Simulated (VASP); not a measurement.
# Be2NiH (P4/mmm) in VASP: a series of runs, part 2 of 2

VASP 6.6.1. Earlier steps stand in the parts before.

## Step 4: Single point, PBE

INCAR reads:

```
SYSTEM = Be2NiH
PREC     = Accurate       ! precision mode
ENCUT    = 520            ! plane-wave cutoff, eV
EDIFF    = 1E-6           ! SCF threshold, eV
ISMEAR   = 0              ! smearing method
SIGMA    = 0.1            ! smearing width, eV
LREAL    = .False.        ! projectors in reciprocal space
LASPH    = .True.         ! aspherical terms in the spheres
NELM     = 60             ! most SCF steps
ALGO     = Normal         ! electronic algorithm
ISIF     = 2              ! what is computed and relaxed
LWAVE    = .False.        ! write WAVECAR
LCHARG   = .False.        ! write CHGCAR
GGA      = PE             ! functional
NBANDS   = 16             ! bands
```

KPOINTS reads:

```
regular mesh
0
Gamma
  14 14 18
  0 0 0
```

POSCAR reads:

```
Be2NiH
1.0
    3.5862007298      0.0000000000      0.0000000000
    0.0000000000      3.5862007298      0.0000000000
    0.0000000000      0.0000000000      2.5404763580
Be Ni H
2 1 1
Direct
    0.0000000000      0.5000000000      0.5000000000
    0.5000000000      0.0000000000      0.5000000000
    0.0000000000      0.0000000000      0.0000000000
    0.5000000000      0.5000000000      0.5000000000
```

On the command line:

```console
cat potpaw_PBE.64/Be/POTCAR potpaw_PBE.64/Ni/POTCAR potpaw_PBE.64/H/POTCAR > POTCAR
mpirun -np 1 vasp_std > vasp.out
```

It took 4 min on 1 thread of AMD EPYC 7R13, shared host; peak memory 0.28 GiB.

The run converged. Its results:

* Free energy: -15.8298 eV
* Pressure: -0.1 GPa

Stress tensor (GPa, compression positive):
```
-0.25  0.00  0.00
 0.00 -0.25  0.00
 0.00  0.00  0.24
```

Levels at points of the mesh, in eV from the Fermi level:
```csv
k point,band 3,band 4,band 5,band 6,band 7,band 8,band 9,band 10,band 11,band 12
"(0.00, 0.00, 0.00)",-3.19,-1.78,-1.36,-1.36,-0.85,-0.85,0.44,5.70,8.46,8.46
"(0.50, 0.00, 0.00)",-3.16,-2.43,-1.99,-1.56,-1.35,1.48,2.28,4.04,7.28,10.62
"(0.50, 0.50, 0.00)",-3.54,-3.54,-2.02,-1.87,-1.54,-1.54,-0.99,12.01,12.41,12.41
"(0.00, 0.00, 0.50)",-3.58,-3.58,-2.97,-1.48,0.19,2.73,5.04,5.04,5.84,8.37
"(0.50, 0.00, 0.50)",-3.36,-2.41,-1.65,-1.60,-1.55,-1.41,1.15,5.56,8.26,9.91
"(0.50, 0.50, 0.50)",-3.61,-2.03,-1.76,-1.59,-1.15,-0.46,-0.46,5.01,5.15,5.15
```

Spin polarisation is off, so any magnetic state and its effect on volume and gap are missing.

## Step 5: Relaxation of cell and atoms, PBE, collinear spin, ferromagnetic start

This run uses another cell than the first one, of 9.91 Å³/atom, 1.213 times its volume.

INCAR reads:

```
SYSTEM = Be2NiH
PREC = Accurate
ENCUT = 600
EDIFF = 1E-6
ISMEAR = 0
SIGMA = 0.1
LREAL = .False.
LASPH = .True.
NELM = 150
ALGO = Normal
ISIF = 3
LWAVE = .False.
LCHARG = .False.
ISPIN = 2
MAGMOM = 0 0 2 0
LORBIT = 11
LMAXMIX = 4
GGA = PE
IBRION = 2
NSW = 90
EDIFFG = -0.04
```

KPOINTS reads:

```
Automatic mesh
0
Gamma
  6 6 6
  0 0 0
```

POSCAR reads:

```
Be2NiH
1.0
    3.5662404400      0.0000000000      0.0000000000
    0.0000000000      3.5662404400      0.0000000000
    0.0000000000      0.0000000000      3.1178616100
Be Ni H
2 1 1
Direct
    0.0000000000      0.5000000000      0.5000000000
    0.5000000000      0.0000000000      0.5000000000
    0.0000000000      0.0000000000      0.0000000000
    0.5000000000      0.5000000000      0.5000000000
```

On the command line:

```console
cat potpaw_PBE.64/Be/POTCAR potpaw_PBE.64/Ni/POTCAR potpaw_PBE.64/H/POTCAR > POTCAR
mpirun -np 1 vasp_std > vasp.out
```

It took 8 min on 1 thread of AMD EPYC 7R13, shared host; peak memory 0.18 GiB.

The run converged. Its results:

```yaml
Free_energy: -15.8335 eV
Relaxed_volume: 8.15 Å³/atom
Relaxed_cell: a = 3.556 Å, b = 3.556 Å, c = 2.578 Å, α = 90.00°, β = 90.00°, γ = 90.00°
Space_group_after_relaxing_to_0.05_Å: P4/mmm (No. 123)
Energy_gained_by_relaxing: 142.0 meV/atom
Ionic_steps: 10
Pressure_after_relaxing: 0.1 GPa
Net_moment: 0.00 μB per cell
Valence_electrons_inside_the_program's_atomic_spheres: Be 1.06; Ni 9.58; H 0.50
```

Stress tensor (GPa, compression positive):
```
-0.13  0.00  0.00
 0.00 -0.13  0.00
 0.00  0.00  0.43
```

Step by step:
| step | energy change (eV) | largest force (eV/Å) | pressure (GPa) | volume (Å³) |
| --- | --- | --- | --- | --- |
| 1 | 0.0000 | 0.0000 | -16.43 | 39.65 |
| 2 | -0.4099 | 0.0000 | -4.90 | 34.10 |
| 3 | -0.4368 | 0.0000 | 0.05 | 32.67 |
| 4 | -0.4370 | 0.0000 | 0.60 | 32.53 |
| 5 | -0.4555 | 0.0000 | 0.54 | 32.50 |
| 6 | -0.5166 | 0.0000 | 1.40 | 32.33 |
| 7 | -0.5437 | 0.0000 | 4.06 | 31.74 |
| 8 | -0.5631 | 0.0000 | 2.77 | 32.00 |
| 9 | -0.5558 | 0.0000 | -3.47 | 33.59 |
| 10 | -0.5682 | 0.0000 | 0.06 | 32.61 |

Final structure:
```
Be Ni H
1.0
     3.55613    0.00000    0.00000
     0.00000    3.55613    0.00000
     0.00000    0.00000    2.57831
Be Ni H
2 1 1
Cartesian
  0.0000 1.7781 1.2892
  1.7781 0.0000 1.2892
  0.0000 0.0000 0.0000
  1.7781 1.7781 1.2892
```

Levels at points of the mesh, in eV from the Fermi level:
Spin up:
```csv
k point,band 4,band 5,band 6,band 7,band 8,band 9,band 10,band 11
"(0.00, 0.00, 0.00)",-1.92,-1.54,-1.54,-0.96,-0.96,0.31,5.72,7.75
"(0.50, 0.00, 0.00)",-2.57,-2.08,-1.76,-1.53,1.45,2.21,3.93,7.31
"(0.50, 0.50, 0.00)",-3.66,-2.13,-1.89,-1.74,-1.74,-1.16,11.85,11.85
"(0.00, 0.00, 0.50)",-3.71,-3.15,-1.65,-0.04,2.49,4.76,4.76,5.83
"(0.50, 0.00, 0.50)",-2.76,-1.84,-1.83,-1.72,-1.53,0.88,5.27,8.03
"(0.50, 0.50, 0.50)",-2.24,-2.07,-1.75,-1.25,-0.65,-0.65,4.68,4.87
```
Spin down:
| k point | band 5 | band 6 | band 7 | band 8 | band 9 | band 10 |
| --- | --- | --- | --- | --- | --- | --- |
| (0.00, 0.00, 0.00) | -1.54 | -1.54 | -0.96 | -0.96 | 0.31 | 5.72 |
| (0.50, 0.00, 0.00) | -2.08 | -1.76 | -1.53 | 1.45 | 2.21 | 3.93 |
| (0.50, 0.50, 0.00) | -2.13 | -1.89 | -1.74 | -1.74 | -1.16 | 11.85 |
| (0.00, 0.00, 0.50) | -3.15 | -1.65 | -0.04 | 2.49 | 4.76 | 4.76 |
| (0.50, 0.00, 0.50) | -1.84 | -1.83 | -1.72 | -1.53 | 0.88 | 5.27 |
| (0.50, 0.50, 0.50) | -2.07 | -1.75 | -1.25 | -0.65 | -0.65 | 4.68 |

Caveat: the starting moments collapsed, and a magnetic state may lie lower; the volume moved by over 15 % at a fixed basis, so the end points are rough.

## Step 6: Relaxation of cell and atoms, PBE

INCAR reads:

```
ALGO = Normal
EDIFF = 1E-6
EDIFFG = -0.01
ENCUT = 600
GGA = PE
IBRION = 2
ISIF = 3
ISMEAR = 0
LASPH = T
LCHARG = F
LREAL = F
LWAVE = F
NELM = 60
NSW = 100
PREC = Accurate
SIGMA = 0.1
```

KPOINTS reads:

```
k-points
0
Gamma
  14 14 18
```

POSCAR reads:

```
Be2NiH
1.0
    3.5583888744      0.0000000000      0.0000000000
    0.0000000000      3.5583888744      0.0000000000
    0.0000000000      0.0000000000      2.5812130739
Be Ni H
2 1 1
Direct
    0.0000000000      0.5000000000      0.5000000000
    0.5000000000      0.0000000000      0.5000000000
    0.0000000000      0.0000000000      0.0000000000
    0.5000000000      0.5000000000      0.5000000000
```

Potentials or basis: VASP PAW PBE potentials, release 64 (Be, Ni, H).

On the command line:

```console
cat potpaw_PBE.64/Be/POTCAR potpaw_PBE.64/Ni/POTCAR potpaw_PBE.64/H/POTCAR > POTCAR
mpirun -np 1 vasp_std > vasp.out
```

It took 9.9 min on 1 thread of AMD EPYC 7R13, shared host; peak memory 0.3 GiB.

The run converged. Its results:

| Quantity | Value |
| --- | --- |
| Free energy | -15.8300 eV |
| Relaxed volume | 8.16 Å³/atom |
| Relaxed cell | a = 3.580 Å, b = 3.580 Å, c = 2.547 Å, α = 90.00°, β = 90.00°, γ = 90.00° |
| Space group after relaxing (to 0.05 Å) | P4/mmm (No. 123) |
| Energy gained by relaxing | 0.4 meV/atom |
| Ionic steps | 6 |
| Pressure after relaxing | -0.1 GPa |

Stress tensor (GPa, compression positive):
```
-0.12  0.00  0.00
 0.00 -0.12  0.00
 0.00  0.00  0.04
```

Step by step:
```
step  energy change (eV)  largest force (eV/Å)  pressure (GPa)  volume (Å³)
   1              0.0000                0.0000           -0.24        32.68
   2             -0.0005                0.0000            0.04        32.63
   3             -0.0010                0.0000            0.68        32.49
   4             -0.0013                0.0000            0.39        32.53
   5             -0.0014                0.0000            0.27        32.57
   6             -0.0016                0.0000           -0.07        32.64
```

Final structure:
```
Be Ni H
1.0
     3.58015    0.00000    0.00000
     0.00000    3.58015    0.00000
     0.00000    0.00000    2.54674
Be Ni H
2 1 1
Cartesian
  0.0000 1.7901 1.2734
  1.7901 0.0000 1.2734
  0.0000 0.0000 0.0000
  1.7901 1.7901 1.2734
```

Levels at points of the mesh, in eV from the Fermi level:
```tsv
k point	band 4	band 5	band 6	band 7	band 8	band 9	band 10	band 11
(0.00, 0.00, 0.00)	-1.77	-1.37	-1.37	-0.83	-0.83	0.46	5.74	8.43
(0.50, 0.00, 0.00)	-2.42	-1.98	-1.57	-1.36	1.51	2.31	4.06	7.33
(0.50, 0.50, 0.00)	-3.53	-2.00	-1.85	-1.55	-1.55	-0.99	12.07	12.35
(0.00, 0.00, 0.50)	-3.58	-2.97	-1.48	0.18	2.73	5.03	5.03	5.88
(0.50, 0.00, 0.50)	-2.44	-1.65	-1.60	-1.55	-1.40	1.13	5.55	8.26
(0.50, 0.50, 0.50)	-2.04	-1.78	-1.59	-1.14	-0.46	-0.46	4.99	5.14
```

Spin polarisation is off, so any magnetic state and its effect on volume and gap are missing.
